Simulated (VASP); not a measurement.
# Al (Fm-3m) in VASP: single point with PBE

Aim: the single point of Al with PBE.

Everything below comes from runs of VASP 6.6.1. Logs are shortened: lines on timing, memory, paths and dates and some standing lists are left out, and cuts for length are marked.

## (1) The cell of the first run

Symmetry: Fm-3m, No. 225, cubic system. Conventional cell: a = 4.050 Å, b = 4.050 Å, c = 4.050 Å, α = 90.00°, β = 90.00°, γ = 90.00°. Al (site symmetry m-3m) has 12 Al at 2.86 Å within 3.8 Å.

## (2) Single point, PBE

INCAR reads:

```
SYSTEM = Al
PREC = Accurate
ENCUT = 500
EDIFF = 1E-6
ISMEAR = -1
SIGMA = 0.1
LREAL = .FALSE.
LASPH = .TRUE.
NELM = 120
ALGO = Normal
ISIF = 2
LWAVE = .FALSE.
LCHARG = .FALSE.
GGA = PE
NBANDS = 8
GGA_COMPAT = .FALSE.
```

KPOINTS reads:

```
regular mesh
0
G
  10 10 10
  0 0 0
```

POSCAR reads:

```
Al
1.0
    0.0000000000      2.0250000000      2.0250000000
    2.0250000000      4.0500000000      6.0750000000
    2.0250000000      2.0250000000      0.0000000000
Al
1
Direct
    0.0000000000      0.0000000000      0.0000000000
```

Potentials or basis: VASP PAW PBE potentials, release 64 (Al).

The run is started by

```
$ cat potpaw_PBE.64/Al/POTCAR > POTCAR
$ mpirun -np 1 vasp_std > vasp.out
```

OUTCAR:

```text
SYSTEM = Al
   PREC = Accurate
   ENCUT = 500
   EDIFF = 1E-6
   ISMEAR = -1
   LREAL = .FALSE.
   LASPH = .TRUE.
   NELM = 120
   ISIF = 2
   GGA = PE

 ion  position               nearest neighbor table
   1  0.000  0.000  0.000-

  LATTYP: Found a face centered cubic cell.
 ALAT       =     4.0500000000

  Lattice vectors:

 A1 = (  -2.0250000000,   2.0250000000,   0.0000000000)
 A2 = (  -2.0250000000,   0.0000000000,   2.0250000000)
 A3 = (   0.0000000000,   2.0250000000,   2.0250000000)

Analysis of symmetry for initial positions (statically):
=====================================================================
 Subroutine PRICEL returns:
 Original cell was already a primitive cell.

 Routine SETGRP: Setting up the symmetry group for a
 face centered cubic supercell.

 Subroutine GETGRP returns: Found 48 space group operations
 (whereof 48 operations were pure point group operations)
 out of a pool of 48 trial point group operations.

The static configuration has the point symmetry O_h .

Analysis of symmetry for dynamics (positions and initial velocities):
=====================================================================
 Subroutine PRICEL returns:
 Original cell was already a primitive cell.

 Routine SETGRP: Setting up the symmetry group for a
 face centered cubic supercell.

 Subroutine GETGRP returns: Found 48 space group operations
 (whereof 48 operations were pure point group operations)
 out of a pool of 48 trial point group operations.

The dynamic configuration has the point symmetry O_h .

 Subroutine INISYM returns: Found 48 space group operations
 (whereof 48 operations are pure point group operations),
 and found     1 'primitive' translations

----------------------------------------------------------------------------------------

                                     Primitive cell

  volume of cell :      16.6075

  direct lattice vectors                    reciprocal lattice vectors
     0.000000000  2.025000000  2.025000000    -0.740740741  0.740740741 -0.246913580
     2.025000000  4.050000000  6.075000000     0.246913580 -0.246913580  0.246913580
     2.025000000  2.025000000  0.000000000     0.246913580  0.246913580 -0.246913580

  length of vectors
     2.863782464  7.576856208  2.863782464     1.076271344  0.427666866  0.427666866

  position of ions in fractional coordinates (direct lattice)
     0.000000000  0.000000000  0.000000000

  ion indices of the primitive-cell ions
   primitive index   ion index
                 1           1

----------------------------------------------------------------------------------------

 KPOINTS: regular mesh

Automatic generation of k-mesh.
 Grid dimensions read from file:
 generate k-points for:   10   10   10

 Generating k-lattice:

  Cartesian coordinates                     Fractional coordinates (reciprocal lattice)
    -0.074074074  0.074074074 -0.024691358     0.100000000 -0.000000000  0.000000000
     0.024691358 -0.024691358  0.024691358     0.000000000  0.100000000  0.000000000
     0.024691358  0.024691358 -0.024691358     0.000000000 -0.000000000  0.100000000

  Length of vectors
     0.107627134  0.042766687  0.042766687

  Shift w.r.t. Gamma in fractional coordinates (k-lattice)
     0.000000000  0.000000000  0.000000000

 Subroutine IBZKPT returns following result:
 ===========================================

 Found     47 irreducible k-points:

 Following reciprocal coordinates:
            Coordinates               Weight
  0.000000  0.000000  0.000000      1.000000
  0.100000  0.000000  0.000000     24.000000
  0.200000  0.000000  0.000000     24.000000
  0.300000  0.000000  0.000000     24.000000
  0.400000  0.000000  0.000000     24.000000
  0.500000  0.000000  0.000000      4.000000
[... 16 lines left out ...]
  0.000000  0.300000  0.000000      8.000000
  0.100000  0.300000  0.000000      6.000000
 [... further k-points ...]
   k-points           NKPTS =     47   k-points in BZ     NKDIM =     47   number of bands    NBANDS=      8
   number of dos      NEDOS =    301   number of ions     NIONS =      1
   total plane-waves  NPLWV =  32256
   dimension x,y,z NGX =    24 NGY =   56 NGZ =   24
   dimension x,y,z NGXF=    48 NGYF=  112 NGZF=   48
   ions per type =               1
   NGX,Y,Z   is equivalent  to a cutoff of  13.93, 12.29, 13.93 a.u.
   NGXF,Y,Z  is equivalent  to a cutoff of  27.86, 24.57, 27.86 a.u.
 SYSTEM =  Al
   PREC   = accura    normal or accurate (medium, high low for compatibility)
   ISTART =      0    job   : 0-new  1-cont  2-samecut
   ICHARG =      2    charge: 1-file 2-atom 10-const
   ISPIN  =      1    spin polarized calculation?
   LNONCOLLINEAR =      F non collinear calculations
   LSORBIT =      F    spin-orbit coupling
   LASPH  =      T    aspherical Exc in radial PAW
   ENCUT  =  500.0 eV  36.75 Ry    6.06 a.u.   5.22 13.81  5.22*2*pi/ulx,y,z
   NELM   =    120;   NELMIN=  2; NELMDL= -5     # of ELM steps
   EDIFF  = 0.1E-05   stopping-criterion for ELM
   LREAL  =      F    real-space projection
   EDIFFG = 0.1E-04   stopping-criterion for IOM
   NSW    =      0    number of steps for IOM
   IBRION =     -1    ionic relax: 0-MD 1-quasi-New 2-CG
   NFREE  =      0    steps in history (QN), initial steepest desc. (CG)
   ISIF   =      2    stress and relaxation
   ISYM   =      2    0-nonsym 1-usesym 2-fastsym
   POTIM  = 0.5000    time-step for ionic-motion
   TEBEG  =    0.0;   TEEND  =   0.0 temperature during run
   PSTRESS=    0.0 pullay stress
   NELECT =       3.0000    total number of electrons
   NUPDOWN=      -1.0000    fix difference up-down
   EMIN   =  10.00;   EMAX   =-10.00  energy-range for DOS
   EFERMI =   0.00;   METHOD = LEGACY
   ISMEAR =    -1;   SIGMA  =   0.10  broadening in eV -4-tet -1-fermi 0-gaus
   EFERMI_NEDOS =   21; number of points for ismear=-14 and -15
   IALGO  =     38    algorithm
   IMIX   =      4    mixing-type and parameters
     AMIX     =   0.40;   BMIX     =  1.00
     AMIX_MAG =   1.60;   BMIX_MAG =  1.00
  volume/ion in A,a.u.               =      16.61       112.07
  Fermi-wavevector in a.u.,A,eV,Ry     =   0.925437  1.748822 11.652489  0.856434
  Thomas-Fermi vector in A             =   2.051291
   LORBIT       =      0    0 simple, 1 ext, 2 COOP (PROOUT), +10 PAW based schemes
   GGA     = PE    functional components
   LHFCALC =     F    Hartree Fock is set to
   AEXX    =    0.0000 exact exchange contribution
   IVDW    =     0    specifies the selected vdW correction
   LEPSILON=     F    determine dielectric tensor
   LRPA    =     F    only Hartree local field effects (RPA)
 non-spin polarized calculation
  energy-cutoff  :      500.00
  volume of cell :       16.61
 maximum number of plane-waves:       444
 NGX is ok and might be reduce to    24
   NGX = 11   NGY = 27   NGZ = 11

 number of electron       3.0000000 magnetization

 Free energy of the ion-electron system (eV)
  ---------------------------------------------------
  ext. energy  EPLUGINS =         0.00000000
  ---------------------------------------------------
  free energy    TOTEN  =        -3.73783798 eV

  energy without entropy =       -3.71735599  energy(sigma->0) =       -3.72759699

 E-fermi :   8.0483     XC(G=0): -10.1738

 val. band max:        8.0102752671   @ k =   0.4000   0.4000   0.0000
 cond. band min:       8.0606144163   @ k =   0.4000   0.4000   0.1000
 fundamental gap:      0.0503391491
 Fermi energy:         8.0483273305

 k-point     1 :       0.0000    0.0000    0.0000
  band No.  band energies     occupation
      1      -3.1579      2.00000
      2      20.5148      0.00000
      3      20.5148      0.00000
      4      20.5148      0.00000
      5      21.9571      0.00000
      6      21.9571      0.00000
      7      21.9571      0.00000
      8      24.3497      0.00000

 k-point     2 :       0.1000    0.0000    0.0000
  band No.  band energies     occupation
      1      -1.4532      2.00000
      2      12.1439      0.00000
      3      15.6343      0.00000
      4      20.9062      0.00000
      5      21.3103      0.00000
      6      22.9717      0.00000
      7      23.6576      0.00000
      8      24.5082      0.00000

 k-point     3 :       0.2000    0.0000    0.0000
  band No.  band energies     occupation
      1       3.5376      2.00000
      2       5.2563      2.00000
      3      12.1801      0.00000
      4      16.2837      0.00000
      5      18.1299      0.00000
      6      24.0703      0.00000
      7      26.5792      0.00000
      8      29.5271      0.00000

 k-point     4 :       0.3000    0.0000    0.0000
  band No.  band energies     occupation
      1       1.3692      2.00000
      2      11.3678      0.00000
      3      11.7964      0.00000
      4      14.3413      0.00000
      5      15.6484      0.00000
      6      19.1955      0.00000
      7      29.4592      0.00000
      8      31.6819      0.00000

 k-point     5 :       0.4000    0.0000    0.0000
  band No.  band energies     occupation
      1       0.7585      2.00000
      2       9.2842      0.00001
      3      14.4533      0.00000
      4      15.3461      0.00000
      5      17.0074      0.00000
      6      22.8742      0.00000
      7      26.1150      0.00000
      8      28.6795      0.00000
[... 177 lines left out ...]
 k-point    22 :      -0.1000    0.2000    0.0000
  band No.  band energies     occupation
      1       2.0707      2.00000
      2       5.5220      2.00000
      3      15.6111      0.00000
      4      18.0686      0.00000
      5      19.8437      0.00000
      6      21.1911      0.00000
      7      24.0819      0.00000
      8      26.2955      0.00000

 k-point    23 :       0.0000    0.3000    0.0000
  band No.  band energies     occupation
      1      -0.7414      2.00000
      2       9.5641      0.00000
      3      18.6714      0.00000
      4      18.6714      0.00000
      5      21.7651      0.00000
      6      21.7651      0.00000
      7      22.1797      0.00000
      8      25.7420      0.00000

 k-point    24 :       0.1000    0.3000    0.0000
  band No.  band energies     occupation
      1      -2.7973      2.00000
      2      18.3849      0.00000
      3      18.3849      0.00000
      4      18.6812      0.00000
      5      21.1691      0.00000
      6      23.8029      0.00000
      7      24.6068      0.00000
      8      24.6068      0.00000

 [... further k-points ...]
[... 5 lines left out ...]
  --------------------------------------------------------------------------------------
  -------------------------------------------------------------------------------------
  Total       -0.0515533     -0.0515533     -0.0515533      0.0000000     -0.0000000      0.0000000
  in kB       -4.9735008     -4.9735008     -4.9735008      0.0000000     -0.0000000      0.0000000
  external PRESSURE =      -4.9735008 kB  Pullay stress =       0.0000000 kB

 VOLUME and BASIS-vectors are now :
 -----------------------------------------------------------------------------
  energy-cutoff  :      500.00
  volume of cell :       16.61
      direct lattice vectors                 reciprocal lattice vectors
     0.000000000  2.025000000  2.025000000    -0.740740741  0.740740741 -0.246913580
     2.025000000  4.050000000  6.075000000     0.246913580 -0.246913580  0.246913580
     2.025000000  2.025000000  0.000000000     0.246913580  0.246913580 -0.246913580

 POSITION                                       TOTAL-FORCE (eV/Angst)
 -----------------------------------------------------------------------------------
      0.00000      0.00000      0.00000         0.000000     -0.000000      0.000000
 -----------------------------------------------------------------------------------
    total drift:                                0.000000     -0.000000     -0.000000

  FREE ENERGIE OF THE ION-ELECTRON SYSTEM (eV)
  ---------------------------------------------------
  free  energy   TOTEN  =        -3.7378379827 eV

  energy  without entropy=       -3.7173559885  energy(sigma->0) =       -3.72759699
```

Wall time 8.5 s (1 thread of Intel Xeon Platinum 8375C at 2.90GHz (Ice Lake), shared host); peak memory 0.17 GiB.

What came out:

* Free energy: -3.7378 eV
* Pressure: -0.5 GPa

Levels at points of the mesh, in eV from the Fermi level:
```tsv
k point	band 1	band 2	band 3	band 4
(0.00, 0.00, 0.00)	-11.21	12.47	12.47	12.47
(0.50, 0.00, 0.00)	-4.68	-4.49	11.22	11.22
(0.50, 0.50, 0.00)	-3.03	-1.72	5.14	5.45
```

Caveat: the k points lie up to 0.68 Å⁻¹ apart.
